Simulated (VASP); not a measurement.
# Mg7ZnO8 (P1) in VASP: single point with HSE06

Aim: the single point of Mg7ZnO8 with HSE06.

All numbers are computed with VASP 6.6.1; they aren't measurements. Logs are shortened: lines on timing, memory, paths and dates and some standing lists are left out, and cuts for length are marked.

### 1 The cell of the first run

The typed cell holds 64 atoms: a = 8.441 Å, b = 8.441 Å, c = 8.441 Å, α = 90.00°, β = 90.00°, γ = 90.00°.

### 2 Single point, HSE06

Input file POSCAR:

```
Mg7ZnO8
1.0
    8.4410690000      0.0000000000      0.0000000000
    0.0000000000      8.4410690000      0.0000000000
    0.0000000000      0.0000000000      8.4410690000
O Zn Mg
32 4 28
Direct
    0.2527830000      0.0004770000      0.9999590000
    0.2527680000      0.0003250000      0.4997920000
    0.2501950000      0.5002470000      0.0022320000
    0.2502090000      0.5003000000      0.4973280000
    0.7472790000      0.0003710000      0.9997040000
    0.7473510000      0.0002010000      0.4997350000
    0.7497480000      0.5002210000      0.9971820000
    0.7499380000      0.5003860000      0.5023000000
    0.9999280000      0.2534370000      0.9998550000
    0.0001850000      0.2534160000      0.4998300000
    0.9999640000      0.7471320000      0.9997330000
    0.0001180000      0.7471100000      0.4997210000
    0.4999410000      0.2506850000      0.9997460000
    0.4999630000      0.2508050000      0.4997950000
    0.5000550000      0.7499320000      0.9998580000
    0.4999000000      0.7497040000      0.4996870000
    0.0000800000      0.0003890000      0.2497680000
    0.9998730000      0.0001830000      0.7497460000
    0.0024200000      0.5003220000      0.2498040000
    0.9975680000      0.5002610000      0.7497370000
    0.4998930000      0.0003440000      0.2498030000
    0.5002300000      0.0003600000      0.7497490000
    0.4975480000      0.5002750000      0.2496230000
    0.5025300000      0.5002430000      0.7498380000
    0.2496630000      0.2497480000      0.2498080000
    0.2494740000      0.2471090000      0.7497970000
    0.2495920000      0.7508730000      0.2496540000
    0.2496880000      0.7535290000      0.7499960000
    0.7503890000      0.2472400000      0.2497690000
    0.7503850000      0.2496810000      0.7497190000
    0.7505410000      0.7534770000      0.2497820000
    0.7503800000      0.7509610000      0.7498150000
    0.0000770000      0.0003150000      0.9998740000
    0.9999070000      0.0003210000      0.4998520000
    0.2496760000      0.5000760000      0.7496100000
    0.7501920000      0.5003140000      0.2495800000
    0.0000720000      0.5002910000      0.9998750000
    0.9999070000      0.5002000000      0.4996860000
    0.4999820000      0.0002710000      0.9997400000
    0.5001520000      0.0004600000      0.4997860000
    0.4999710000      0.5002780000      0.9997310000
    0.5000530000      0.5001140000      0.4997540000
    0.2497700000      0.2502800000      0.9997380000
    0.2496680000      0.2501980000      0.4998530000
    0.2498260000      0.7503980000      0.9995950000
    0.2497740000      0.7503700000      0.5000140000
    0.7501770000      0.2501900000      0.9998330000
    0.7503010000      0.2503490000      0.4996720000
    0.7502440000      0.7503540000      0.9999720000
    0.7502830000      0.7503060000      0.4995840000
    0.2496250000      0.0002310000      0.2498910000
    0.2496130000      0.0003000000      0.7497840000
    0.2498010000      0.5004040000      0.2497600000
    0.7503560000      0.0003530000      0.2497620000
    0.7504120000      0.0003010000      0.7498140000
    0.7502300000      0.5003050000      0.7498420000
    0.9999170000      0.2501630000      0.2497440000
    0.0001240000      0.2501520000      0.7499040000
    0.9999330000      0.7505000000      0.2497610000
    0.0001180000      0.7503170000      0.7498110000
    0.5000190000      0.2503500000      0.2497310000
    0.4998100000      0.2503750000      0.7497830000
    0.5000800000      0.7501980000      0.2498570000
    0.4998650000      0.7501210000      0.7496600000
```

Input file INCAR.step1:

```
SYSTEM = Mg7ZnO8
  ALGO = Normal
  EDIFF = 1E-5
  ENCUT = 520
  GGA = PE
  ISIF = 2
  ISMEAR = -1
  LASPH = .TRUE.
  LCHARG = .FALSE.
  LREAL = Auto
  LWAVE = .TRUE.
  NBANDS = 186
  NELM = 60
  PREC = Accurate
  SIGMA = 0.05
```

Input file INCAR.step2:

```
SYSTEM = Mg7ZnO8
  ALGO = Normal
  EDIFF = 1E-6
  ENCUT = 520
  GGA = PE
  HFSCREEN = 0.2079
  ISIF = 2
  ISMEAR = -1
  ISTART = 1
  LASPH = .TRUE.
  LCHARG = .FALSE.
  LHFCALC = .TRUE.
  LREAL = Auto
  LWAVE = .FALSE.
  NBANDS = 186
  NELM = 60
  PREC = Accurate
  PRECFOCK = Fast
  SIGMA = 0.05
```

Input file KPOINTS:

```
k-points
0
G
  1 1 1
  0 0 0
```

Potentials or basis: VASP PAW PBE potentials, release 64 (O, Zn, Mg).

Command:

```sh
$ cat potpaw_PBE.64/O/POTCAR potpaw_PBE.64/Zn/POTCAR potpaw_PBE.64/Mg/POTCAR > POTCAR
$ cp INCAR.step1 INCAR
$ mpirun -np 1 vasp_gam > vasp.out
$ cp INCAR.step2 INCAR
$ mpirun -np 1 vasp_gam > vasp.out
```

OUTCAR:

```text
SYSTEM = Mg7ZnO8
   EDIFF = 1E-6
   ENCUT = 520
   GGA = PE
   HFSCREEN = 0.2079
   ISIF = 2
   ISMEAR = -1
   ISTART = 1
   LASPH = .TRUE.
   LHFCALC = .TRUE.
   LREAL = Auto
   NELM = 60
   PREC = Accurate
   PRECFOCK = Fast

 ion  position               nearest neighbor table
   1  0.253  0.000  1.000-  39 2.09  43 2.11  51 2.11  45 2.11  52 2.11  33 2.13
   2  0.253  0.000  0.500-  40 2.09  44 2.11  51 2.11  46 2.11  52 2.11  34 2.13
   3  0.250  0.500  0.002-  53 2.09  41 2.11  43 2.11  37 2.11  45 2.11  35 2.13
   4  0.250  0.500  0.497-  53 2.09  42 2.11  46 2.11  44 2.11  38 2.11  35 2.13
   5  0.747  0.000  1.000-  39 2.09  47 2.11  55 2.11  49 2.11  54 2.11  33 2.13
   6  0.747  0.000  0.500-  40 2.09  50 2.11  54 2.11  55 2.11  48 2.11  34 2.13
[... 76 lines left out ...]
  58  0.000  0.250  0.750-  26 2.10  30 2.11  18 2.11   9 2.11  10 2.11  20 2.11  52 2.98  35 2.98
                            43 2.98  55 2.98  44 2.98  33 2.98  47 2.98  34 2.98  56 2.98  48 2.98
  59  1.000  0.751  0.250-  31 2.11  27 2.11  17 2.11  12 2.11  11 2.11  19 2.11  51 2.98  54 2.98
                            50 2.98  49 2.98  33 2.98  34 2.98  36 2.98  53 2.98  45 2.98  46 2.98
  60  0.000  0.750  0.750-  28 2.11  32 2.11  18 2.11  11 2.11  20 2.11  12 2.11  46 2.98  52 2.98
                            45 2.98  55 2.98  35 2.98  56 2.98  34 2.98  49 2.98  33 2.98  50 2.98
  61  0.500  0.250  0.250-  23 2.11  13 2.11  21 2.11  14 2.11  25 2.11  29 2.11  42 2.98  41 2.98
                            40 2.98  47 2.98  39 2.98  36 2.99  48 2.99  43 2.99  53 2.99  54 2.99
  62  0.500  0.250  0.750-  24 2.11  13 2.11  14 2.11  22 2.11  26 2.11  30 2.12  42 2.98  35 2.98
                            41 2.98  40 2.98  43 2.98  39 2.98  44 2.98  52 2.99  56 2.99  47 2.99
  63  0.500  0.750  0.250-  16 2.11  23 2.11  15 2.11  21 2.11  31 2.11  27 2.11  50 2.98  42 2.98
                            36 2.98  41 2.98  49 2.98  53 2.98  39 2.99  40 2.99  54 2.99  46 2.99
  64  0.500  0.750  0.750-  24 2.11  16 2.11  15 2.11  28 2.11  22 2.11  32 2.11  46 2.98  42 2.98
                            41 2.98  45 2.98  56 2.99  40 2.99  39 2.99  35 2.99  52 2.99  50 2.99

  LATTYP: Found a simple cubic cell.
 ALAT       =     8.4410690000

  Lattice vectors:

 A1 = (   8.4410690000,   0.0000000000,   0.0000000000)
 A2 = (   0.0000000000,   8.4410690000,   0.0000000000)
 A3 = (   0.0000000000,   0.0000000000,   8.4410690000)

Analysis of symmetry for initial positions (statically):
=====================================================================
 Subroutine PRICEL returns:
 Original cell was already a primitive cell.

 Routine SETGRP: Setting up the symmetry group for a
 simple cubic supercell.

 Subroutine GETGRP returns: Found  1 space group operations
 (whereof  1 operations were pure point group operations)
 out of a pool of 48 trial point group operations.

The static configuration has the point symmetry C_1 .

Analysis of symmetry for dynamics (positions and initial velocities):
=====================================================================
 Subroutine PRICEL returns:
 Original cell was already a primitive cell.

 Routine SETGRP: Setting up the symmetry group for a
 simple cubic supercell.

 Subroutine GETGRP returns: Found  1 space group operations
 (whereof  1 operations were pure point group operations)
 out of a pool of 48 trial point group operations.

The dynamic configuration has the point symmetry C_1 .

 Subroutine INISYM returns: Found  1 space group operations
 (whereof  1 operations are pure point group operations),
 and found     1 'primitive' translations

----------------------------------------------------------------------------------------

                                     Primitive cell

  volume of cell :     601.4401

  direct lattice vectors                    reciprocal lattice vectors
     8.441069000  0.000000000  0.000000000     0.118468407  0.000000000  0.000000000
     0.000000000  8.441069000  0.000000000     0.000000000  0.118468407  0.000000000
     0.000000000  0.000000000  8.441069000     0.000000000  0.000000000  0.118468407

  length of vectors
     8.441069000  8.441069000  8.441069000     0.118468407  0.118468407  0.118468407

[... 162 lines left out ...]
   k-points           NKPTS =      1   k-points in BZ     NKDIM =      1   number of bands    NBANDS=    186
   number of dos      NEDOS =    301   number of ions     NIONS =     64
   total plane-waves  NPLWV = 262144
   dimension x,y,z NGX =    64 NGY =   64 NGZ =   64
   dimension x,y,z NGXF=   128 NGYF=  128 NGZF=  128
   ions per type =              32   4  28
   NGX,Y,Z   is equivalent  to a cutoff of  12.60, 12.60, 12.60 a.u.
   NGXF,Y,Z  is equivalent  to a cutoff of  25.21, 25.21, 25.21 a.u.
 SYSTEM =  Mg7ZnO8
   PREC   = accura    normal or accurate (medium, high low for compatibility)
   ISTART =      1    job   : 0-new  1-cont  2-samecut
   ICHARG =      0    charge: 1-file 2-atom 10-const
   ISPIN  =      1    spin polarized calculation?
   LNONCOLLINEAR =      F non collinear calculations
   LSORBIT =      F    spin-orbit coupling
   LASPH  =      T    aspherical Exc in radial PAW
   ENCUT  =  520.0 eV  38.22 Ry    6.18 a.u.  15.69 15.69 15.69*2*pi/ulx,y,z
   NELM   =     60;   NELMIN=  2; NELMDL=  0     # of ELM steps
   EDIFF  = 0.1E-05   stopping-criterion for ELM
   LREAL  =      T    real-space projection
   EDIFFG = 0.1E-04   stopping-criterion for IOM
   NSW    =      0    number of steps for IOM
   IBRION =     -1    ionic relax: 0-MD 1-quasi-New 2-CG
   NFREE  =      0    steps in history (QN), initial steepest desc. (CG)
   ISIF   =      2    stress and relaxation
   ISYM   =      3    0-nonsym 1-usesym 2-fastsym
   POTIM  = 0.5000    time-step for ionic-motion
   TEBEG  =    0.0;   TEEND  =   0.0 temperature during run
   PSTRESS=    0.0 pullay stress
   NELECT =     296.0000    total number of electrons
   NUPDOWN=      -1.0000    fix difference up-down
   EMIN   =  10.00;   EMAX   =-10.00  energy-range for DOS
   EFERMI =   0.00;   METHOD = LEGACY
   ISMEAR =    -1;   SIGMA  =   0.05  broadening in eV -4-tet -1-fermi 0-gaus
   EFERMI_NEDOS =   21; number of points for ismear=-14 and -15
   IALGO  =     38    algorithm
   IMIX   =      1    mixing-type and parameters
     AMIX     =   0.40;   BMIX     =  1.00
     AMIX_MAG =   1.60;   BMIX_MAG =  1.00
  volume/ion in A,a.u.               =       9.40        63.42
  Fermi-wavevector in a.u.,A,eV,Ry     =   1.292532  2.442531 22.730421  1.670639
  Thomas-Fermi vector in A             =   2.424234
   LORBIT       =      0    0 simple, 1 ext, 2 COOP (PROOUT), +10 PAW based schemes
   GGA     = PE    functional components
   LHFCALC =     T    Hartree Fock is set to
   PRECFOCK=fast      Normal, Fast or Accurate (Low or Medium for compatibility)
   ENCUT4O =  -1.0   cutoff for four orbital integrals eV
   NKREDX  =     1    reduce k-point grid by
   NKREDY  =     1    reduce k-point grid by
   NKREDZ  =     1    reduce k-point grid by
   AEXX    =    0.2500 exact exchange contribution
   HFSCREEN=    0.2079 screening length (either q_TF or 0.3 A-1)
   HFSCREENC=   0.2079 screening length for correlation (either q_TF or 0.3 A-1)
   ENCUTFOCK=  -1.0 apply spherical cutoff to Coloumb kernel
   IVDW    =     0    specifies the selected vdW correction
   LEPSILON=     F    determine dielectric tensor
   LRPA    =     F    only Hartree local field effects (RPA)
 non-spin polarized calculation
  energy-cutoff  :      520.00
  volume of cell :      601.44
 maximum number of plane-waves:      8140
 NGX is ok and might be reduce to    64
  NGX = 32; NGY = 32; NGZ = 32

 number of electron     296.0000006 magnetization

 Free energy of the ion-electron system (eV)
  ---------------------------------------------------
  ext. energy  EPLUGINS =         0.00000000
  ---------------------------------------------------
  free energy    TOTEN  =      -442.56705178 eV

  energy without entropy =     -442.56705178  energy(sigma->0) =     -442.56705178

 E-fermi :   3.4853     XC(G=0):  -9.2133

 val. band max:        2.2092451520   @ k =   0.0000   0.0000   0.0000
 cond. band min:       7.6545585297   @ k =   0.0000   0.0000   0.0000
 fundamental gap:      5.4453133778
 Fermi energy:         3.4853402673

 k-point     1 :       0.0000    0.0000    0.0000
  band No.  band energies     occupation
      1     -17.0995      2.00000
      2     -16.3807      2.00000
      3     -16.3481      2.00000
      4     -16.3044      2.00000
      5     -16.2756      2.00000
      6     -16.2715      2.00000
[... 152 lines left out ...]
    159      11.7440      0.00000
    160      12.3250      0.00000
 [bands above 160 left out]

------------------------ aborting loop because EDIFF is reached ----------------------------------------

  FORCE on cell =-STRESS in cart. coord.  units (eV):
  Direction    XX          YY          ZZ          XY          YZ          ZX
  --------------------------------------------------------------------------------------
  -------------------------------------------------------------------------------------
  Total       -5.1242087     -4.9333264     -5.3256170     -0.0042347      0.0064433     -0.0073291
  in kB      -13.6503895    -13.1418976    -14.1869214     -0.0112808      0.0171644     -0.0195240
  external PRESSURE =     -13.6597361 kB  Pullay stress =       0.0000000 kB

 VOLUME and BASIS-vectors are now :
 -----------------------------------------------------------------------------
  energy-cutoff  :      520.00
  volume of cell :      601.44
      direct lattice vectors                 reciprocal lattice vectors
     8.441069000  0.000000000  0.000000000     0.118468407  0.000000000  0.000000000
     0.000000000  8.441069000  0.000000000     0.000000000  0.118468407  0.000000000
     0.000000000  0.000000000  8.441069000     0.000000000  0.000000000  0.118468407

 POSITION                                       TOTAL-FORCE (eV/Angst)
 -----------------------------------------------------------------------------------
      2.13376      0.00403      8.44072         0.057121     -0.013128      0.000567
      2.13363      0.00274      4.21878         0.064883     -0.005301     -0.014171
      2.11191      4.22262      0.01884         0.005714      0.003462      0.045974
      2.11203      4.22307      4.19798         0.007491     -0.001222     -0.047427
      6.30783      0.00313      8.43857        -0.062490     -0.003548     -0.004846
      6.30844      0.00170      4.21830        -0.071715      0.011145      0.014968
[... 56 lines left out ...]
      4.22121      6.33247      2.10906        -0.018817      0.026067     -0.007609
      4.21939      6.33182      6.32793         0.027769      0.029486      0.009088
 -----------------------------------------------------------------------------------
    total drift:                               -0.001175      0.006579      0.015379

  FREE ENERGIE OF THE ION-ELECTRON SYSTEM (eV)
  ---------------------------------------------------
  free  energy   TOTEN  =      -442.5670517820 eV

  energy  without entropy=     -442.5670517820  energy(sigma->0) =     -442.56705178
```

Wall time 23 min (1 thread of Oxide Virtual Turin-like, shared host); peak memory 0.86 GiB.

What came out:

| Property | Result |
| --- | --- |
| Free energy | -442.5671 eV |
| Pressure | -1.4 GPa |
| Largest force | 0.082 eV/Å |
| Band gap on the k mesh | 5.45 eV |

Forces on the atoms (eV/Å):
```
O    0.057 -0.013  0.001
O    0.065 -0.005 -0.014
O    0.006  0.003  0.046
O    0.007 -0.001 -0.047
O   -0.062 -0.004 -0.005
O   -0.072  0.011  0.015
O    0.000  0.005 -0.035
O   -0.018 -0.008  0.041
O    0.006  0.080 -0.005
O   -0.019  0.080 -0.005
O    0.005 -0.082  0.006
O   -0.004 -0.079  0.007
O    0.004  0.035  0.000
O    0.006  0.029 -0.001
O   -0.003 -0.034 -0.004
O    0.011 -0.017  0.008
O    0.012 -0.008  0.005
O   -0.003  0.006  0.010
O    0.051 -0.003 -0.005
O   -0.048  0.002  0.004
O   -0.002 -0.006  0.005
O   -0.006 -0.006 -0.002
O   -0.046  0.002  0.011
O    0.038  0.001 -0.008
O   -0.021 -0.027  0.002
O   -0.007 -0.061  0.001
O   -0.018  0.035  0.008
O   -0.019  0.050 -0.016
O    0.015 -0.067  0.005
O    0.019 -0.026  0.000
O    0.004  0.056 -0.002
O    0.017  0.023 -0.007
Zn  -0.004 -0.001 -0.009
Zn   0.006 -0.003 -0.004
Zn   0.008  0.013  0.009
Zn  -0.002  0.000  0.006
Mg  -0.005  0.001 -0.008
Mg   0.009  0.010  0.004
Mg   0.003  0.002  0.002
Mg  -0.010 -0.013  0.001
Mg   0.000  0.002 -0.001
Mg  -0.002  0.013 -0.001
Mg   0.022  0.000  0.021
Mg   0.027  0.004 -0.021
Mg   0.021 -0.006  0.026
Mg   0.020 -0.005 -0.028
Mg  -0.021  0.006 -0.020
Mg  -0.022 -0.003  0.021
Mg  -0.024  0.001 -0.031
Mg  -0.021 -0.003  0.028
Mg   0.062  0.006 -0.005
Mg   0.061  0.001  0.002
Mg   0.008 -0.006  0.002
Mg  -0.057 -0.001 -0.002
Mg  -0.061 -0.005 -0.001
Mg  -0.007  0.001 -0.004
Mg   0.021  0.034  0.002
Mg  -0.025  0.031 -0.007
Mg   0.022 -0.037  0.002
Mg  -0.024 -0.027 -0.003
Mg  -0.017 -0.021 -0.002
Mg   0.027 -0.025  0.003
Mg  -0.019  0.026 -0.008
Mg   0.028  0.029  0.009
```

Caveat: the k points lie up to 0.74 Å⁻¹ apart; the PAW data sets were made with another functional, which shifts forces and pressure a little. A k mesh can miss the band edges.
